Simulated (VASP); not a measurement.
# LaO4 (R-3m) in VASP: further runs, part 2 of 2

VASP 6.6.1.

**3. Single point, PBE**

This run uses another cell than the first one, of 16.44 Å³/atom.

INCAR reads:

```
SYSTEM = LaO4
PREC     = Accurate       ! precision mode
ENCUT    = 520            ! plane-wave cutoff, eV
EDIFF    = 1E-6           ! SCF threshold, eV
ISMEAR   = 0              ! smearing method
SIGMA    = 0.1            ! smearing width, eV
LREAL    = .FALSE.        ! projectors in reciprocal space
LASPH    = .TRUE.         ! aspherical terms in the spheres
NELM     = 100            ! most SCF steps
ALGO     = Normal         ! electronic algorithm
ISIF     = 2              ! what is computed and relaxed
LWAVE    = .FALSE.        ! write WAVECAR
LCHARG   = .FALSE.        ! write CHGCAR
GGA      = PE             ! functional
NBANDS   = 26             ! bands
```

KPOINTS reads:

```
Automatic mesh
0
G
  6 6 6
  0 0 0
```

POSCAR reads:

```
LaO4
1.0
    2.2093954500      1.2755950600      4.8602913100
   -2.2093954500      1.2755950600      4.8602913100
    0.0000000000     -2.5511901200      4.8602913100
La O
1 4
Direct
    0.0000000000      0.0000000000      0.0000000000
    0.0000000000      0.0000000000      0.5000000000
    0.5000000000      0.0000000000      0.0000000000
    0.0000000000      0.5000000000      0.0000000000
    0.5000000000      0.5000000000      0.5000000000
```

Potentials or basis: VASP PAW PBE potentials, release 64 (La, O).

Started as:

```bash
$ cat potpaw_PBE.64/La/POTCAR potpaw_PBE.64/O/POTCAR > POTCAR
$ mpirun -np 1 vasp_std > vasp.out
```

Wall time 1.9 min (1 thread of Intel Xeon Platinum 8259CL at 2.50GHz (Skylake/Cascade Lake), shared host); peak memory 0.3 GiB.

Results (log left out):

```
Free energy            : -24.0469 eV
Pressure               : -13.0 GPa
Band gap on the k mesh : zero (an odd number of electrons rules out a gap without spin polarisation)
```

Stress tensor (GPa, compression positive):
```
  3.23   0.00   0.00
  0.00   3.23   0.00
  0.00   0.00 -45.52
```

Levels at points of the mesh, in eV from the Fermi level:
```tsv
k point	band 16	band 17	band 18	band 19	band 20	band 21
(0.00, 0.00, 0.00)	-0.84	0.25	0.25	0.27	0.87	1.06
(0.50, 0.00, 0.00)	-1.93	-1.69	-1.62	0.73	0.86	0.90
(0.50, 0.50, 0.00)	-1.69	-1.69	-1.57	0.45	0.87	0.95
(0.50, 0.50, 0.50)	0.28	0.28	0.28	0.39	0.78	1.04
```

Caveat: the stress differs along the axes, from -46 to 3 GPa; spin-orbit coupling is left out, which moves the levels of the heavy elements; an odd number of electrons without spin polarisation forces a metal; a magnetic or distorted state may lie lower.

**4. Relaxation of cell and atoms, PBE**

This run uses another cell than the first one, of 16.44 Å³/atom.

INCAR reads:

```
SYSTEM = LaO4
  PREC = Accurate
  ENCUT = 600
  EDIFF = 1E-6
  ISMEAR = 0
  SIGMA = 0.1
  LREAL = .FALSE.
  LASPH = .TRUE.
  NELM = 60
  ALGO = Normal
  ISIF = 3
  LWAVE = .FALSE.
  LCHARG = .FALSE.
  GGA = PE
  IBRION = 2
  NSW = 90
  EDIFFG = -0.04
```

KPOINTS reads:

```
regular mesh
0
G
  6 6 6
  0 0 0
```

POSCAR is that of step 3.

Potentials or basis: VASP PAW PBE potentials, release 64 (La, O).

Started as:

```bash
$ cat potpaw_PBE.64/La/POTCAR potpaw_PBE.64/O/POTCAR > POTCAR
$ mpirun -np 1 vasp_std > vasp.out
```

OUTCAR:

```text
SYSTEM = LaO4
   PREC = Accurate
   ENCUT = 600
   EDIFF = 1E-6
   ISMEAR = 0
   LREAL = .FALSE.
   LASPH = .TRUE.
   NELM = 60
   ISIF = 3
   GGA = PE
   IBRION = 2
   NSW = 90
   EDIFFG = -0.04

 ion  position               nearest neighbor table
   1  0.000  0.000  0.000-   3 2.74   4 2.74   4 2.74   3 2.74   2 2.74   2 2.74
   2  0.000  0.000  0.500-   1 2.74   1 2.74
   3  0.500  0.000  0.000-   1 2.74   1 2.74
   4  0.000  0.500  0.000-   1 2.74   1 2.74
   5  0.500  0.500  0.500-

  LATTYP: Found a trigonal (rhomboedric) cell.
 ALAT       =     5.4891713974
 COS(alpha) =     0.6759863370

  Lattice vectors:

 A1 = (   2.2093954500,   1.2755950600,   4.8602913100)
 A2 = (  -2.2093954500,   1.2755950600,   4.8602913100)
 A3 = (   0.0000000000,  -2.5511901200,   4.8602913100)

Analysis of symmetry for initial positions (statically):
=====================================================================
 Subroutine PRICEL returns:
 Original cell was already a primitive cell.

 Routine SETGRP: Setting up the symmetry group for a
 trigonal (rhombohedral) supercell.

 Subroutine GETGRP returns: Found 12 space group operations
 (whereof 12 operations were pure point group operations)
[... 175 lines left out ...]

  FORCE on cell =-STRESS in cart. coord.  units (eV):
  Direction    XX          YY          ZZ          XY          YZ          ZX
  --------------------------------------------------------------------------------------
  -------------------------------------------------------------------------------------
  Total        1.6432893      1.6432893    -23.3751998      0.0000000      0.0000000      0.0000000
  in kB       32.0350031     32.0350032   -455.6864121      0.0000000      0.0000000      0.0000000
  external PRESSURE =    -130.5388019 kB  Pullay stress =       0.0000000 kB
[... 104 lines left out ...]
--------------------------------------- Ionic step        4  -------------------------------------------

 number of electron      35.0000001 magnetization

 E-fermi :   4.3138     XC(G=0): -10.0396

 val. band max:        4.3077373564   @ k =  -0.1667   0.1667   0.0000
 cond. band min:       4.3144183479   @ k =   0.3333   0.1667   0.0000
 fundamental gap:      0.0066809915
 Fermi energy:         4.3138433761

 k-point     1 :       0.0000    0.0000    0.0000
  band No.  band energies     occupation
      1     -26.5239      2.00000
      2     -14.8886      2.00000
      3     -12.0649      2.00000
      4     -12.0649      2.00000
      5     -11.5086      2.00000
      6     -10.8518      2.00000
[... 761 lines left out ...]
--------------------------------------- Ionic step        9  -------------------------------------------

 number of electron      35.0000001 magnetization

 Free energy of the ion-electron system (eV)
  ---------------------------------------------------
  ext. energy  EPLUGINS =         0.00000000
  ---------------------------------------------------
  free energy    TOTEN  =       -27.03713286 eV

  energy without entropy =      -27.01389847  energy(sigma->0) =      -27.02551566

 E-fermi :   3.4040     XC(G=0):  -9.7460

 val. band max:        3.4015526734   @ k =   0.3333   0.1667   0.0000
 cond. band min:       3.4147047811   @ k =  -0.1667   0.5000   0.1667
 fundamental gap:      0.0131521077
 Fermi energy:         3.4040078735

 k-point     1 :       0.0000    0.0000    0.0000
  band No.  band energies     occupation
      1     -27.1085      2.00000
      2     -15.1137      2.00000
      3     -12.8090      2.00000
      4     -12.8090      2.00000
      5     -12.2402      2.00000
      6     -11.3777      2.00000
[... 599 lines left out ...]
  FREE ENERGIE OF THE ION-ELECTRON SYSTEM (eV)
  ---------------------------------------------------
  free  energy   TOTEN  =       -27.0371328577 eV

  energy  without entropy=      -27.0138984695  energy(sigma->0) =      -27.02551566

 reached required accuracy - stopping structural energy minimisation
```

Wall time 12 min (1 thread of Intel Xeon Platinum 8259CL at 2.50GHz (Skylake/Cascade Lake), shared host); peak memory 0.42 GiB.

What came out:

| Quantity | Value |
| --- | --- |
| Free energy | -27.0371 eV |
| Relaxed volume | 14.68 Å³/atom |
| Relaxed cell | a = 4.781 Å, b = 4.781 Å, c = 4.781 Å, α = 57.82°, β = 57.82°, γ = 57.82° |
| Space group after relaxing (to 0.1 Å) | R-3m (No. 166) |
| Energy gained by relaxing | 597.6 meV/atom |
| Ionic steps | 9 |
| Pressure after relaxing | 0.0 GPa |
| Band gap on the k mesh | zero (an odd number of electrons rules out a gap without spin polarisation) |

Step by step:
| step | energy change (eV) | largest force (eV/Å) | pressure (GPa) | volume (Å³) |
| --- | --- | --- | --- | --- |
| 1 | 0.0000 | 0.0000 | -13.05 | 82.19 |
| 2 | -2.5619 | 0.0000 | 16.75 | 65.68 |
| 3 | -2.9015 | 0.0000 | 5.25 | 68.92 |
| 4 | -2.9027 | 0.0000 | 3.98 | 69.35 |
| 5 | -2.9813 | 0.0000 | 0.23 | 72.67 |
| 6 | -2.9854 | 0.0000 | -0.86 | 73.82 |
| 7 | -2.9855 | 0.0000 | -0.78 | 73.71 |
| 8 | -2.9867 | 0.0000 | 0.63 | 73.19 |
| 9 | -2.9882 | 0.0000 | 0.03 | 73.41 |

Final structure:
```
La O
1.0
     2.31132    1.33444    3.96667
    -2.31132    1.33444    3.96667
     0.00000   -2.66888    3.96667
La O
1 4
Direct
  0.00000 0.00000 0.00000
  0.00000 0.00000 0.50000
  0.50000 0.00000 0.00000
  0.00000 0.50000 0.00000
  0.50000 0.50000 0.50000
```

Caveat: spin-orbit coupling is left out, which moves the levels of the heavy elements; an odd number of electrons without spin polarisation forces a metal; a magnetic or distorted state may lie lower.

**5. Single point, PBE**

INCAR reads:

```
SYSTEM = LaO4
  PREC = Accurate
  ENCUT = 520
  EDIFF = 1E-6
  ISMEAR = 0
  SIGMA = 0.1
  LREAL = .FALSE.
  LASPH = .TRUE.
  NELM = 100
  ALGO = Normal
  ISIF = 2
  LWAVE = .FALSE.
  LCHARG = .TRUE.
  GGA = PE
  LELF = .TRUE.
  LVHAR = .TRUE.
  NBANDS = 26
```

KPOINTS reads:

```
regular mesh
0
G
  12 12 12
  0 0 0
```

Edit POSCAR of step 4 so:

```diff
@@ -2,5 +2,5 @@
 1.0
-    2.2093954500      1.2755950600      4.8602913100
-   -2.2093954500      1.2755950600      4.8602913100
-    0.0000000000     -2.5511901200      4.8602913100
+    2.3126933380      1.3352341213      3.9703821643
+   -2.3126933380      1.3352341213      3.9703821643
+    0.0000000000     -2.6704682425      3.9703821643
 La O
```

Started as:

```bash
$ cat potpaw_PBE.64/La/POTCAR potpaw_PBE.64/O/POTCAR > POTCAR
$ mpirun -np 1 vasp_std > vasp.out
```

Run time: 6.2 min. Hardware: 1 thread of Intel Xeon Platinum 8259CL at 2.50GHz (Skylake/Cascade Lake), shared host; peak memory 0.47 GiB.

It converged, with:

```
Free energy            : -27.0416 eV
Pressure               : -0.3 GPa
Band gap on the k mesh : zero (an odd number of electrons rules out a gap without spin polarisation)
```

Stress tensor (GPa, compression positive):
```
-0.25  0.00  0.00
 0.00 -0.25  0.00
 0.00  0.00 -0.46
```

Levels at points of the mesh, in eV from the Fermi level:
```csv
k point,band 14,band 15,band 16,band 17,band 18,band 19,band 20,band 21,band 22,band 23
"(0.00, 0.00, 0.00)",-1.41,-0.61,0.15,0.15,0.19,1.46,1.46,2.60,4.27,4.27
"(0.50, 0.00, 0.00)",-1.55,-1.51,-1.38,-1.32,-1.17,0.65,0.89,4.21,4.35,4.42
"(0.50, 0.50, 0.00)",-1.99,-1.55,-1.51,-1.26,-0.96,0.71,0.89,4.33,4.40,4.52
"(0.50, 0.50, 0.50)",-2.86,-0.94,0.20,0.20,0.23,1.47,1.47,4.26,4.46,4.48
```

Caveat: spin-orbit coupling is left out, which moves the levels of the heavy elements; an odd number of electrons without spin polarisation forces a metal; a magnetic or distorted state may lie lower.

**6. Summary**

| task | cell | k mesh | cutoff (eV) | gap on the mesh (eV) | pressure (GPa) |
| --- | --- | --- | --- | --- | --- |
| single point | a = 4.785 Å, angles 57.8°, 5 atoms | 6 × 6 × 6 | 520 | none | -0.3 |
| single point | a = 5.489 Å, angles 47.5°, 5 atoms | 6 × 6 × 6 | 520 | none | -13.0 |
| relaxation of cell and atoms | relaxed from a = 5.489 Å, angles 47.5°, 5 atoms | 6 × 6 × 6 | 600 | none | 0.0 |
| single point | a = 4.785 Å, angles 57.8°, 5 atoms | 12 × 12 × 12 | 520 | none | -0.3 |

Alike in all rows: level PBE; potentials or basis VASP PAW PBE potentials, release 64 (La, O); no spin polarisation; smearing gaussian 0.1 eV.

Caveats: spin-orbit coupling is left out, which moves the levels of the heavy elements; an odd number of electrons without spin polarisation forces a metal; a magnetic or distorted state may lie lower; the stress differs along the axes, from -46 to 3 GPa (at least some runs).

Absolute energies hang on the potentials; compare differences alone.

The gap in the log of VASP goes by the Fermi energy; the results here count the filled bands.